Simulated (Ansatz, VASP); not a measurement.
**Two plane-wave programs on Sr3N**

```
Sr N
1.0
    -2.30430    2.30430    5.70995
     2.30430   -2.30430    5.70995
     2.30430    2.30430   -5.70995
Sr N
3 1
Cartesian
  0.0000 0.0000 5.7099
  2.3043 0.0000 2.8550
  0.0000 2.3043 2.8550
  0.0000 0.0000 0.0000
```

Alike in both runs: functional PBE; k mesh 14 × 14 × 14; occupations gaussian, width 0.1 eV; no spin polarisation.

Ansatz relaxed the structure, and its values are those at the end. VASP's run is a single point on that final structure, the one shown.

|  | VASP | Ansatz |
| --- | --- | --- |
| version | VASP 6.6.1 | Ansatz 0.2.0 |
| potentials or method | VASP PAW PBE potentials, release 64 (Sr_sv, N), cutoff 520 eV | scalar-relativistic, plane waves, PAW |
| valence electrons in the cell | 35 | 35 |

|  | VASP | Ansatz | Ansatz less VASP |
| --- | --- | --- | --- |
| gap on the k mesh at the Fermi level (eV) | none | none | - |
| pressure (GPa) | 0.1 | 0.0 | -0.08 |

A gap of «none» marks a metal or a gap that the smearing closes.
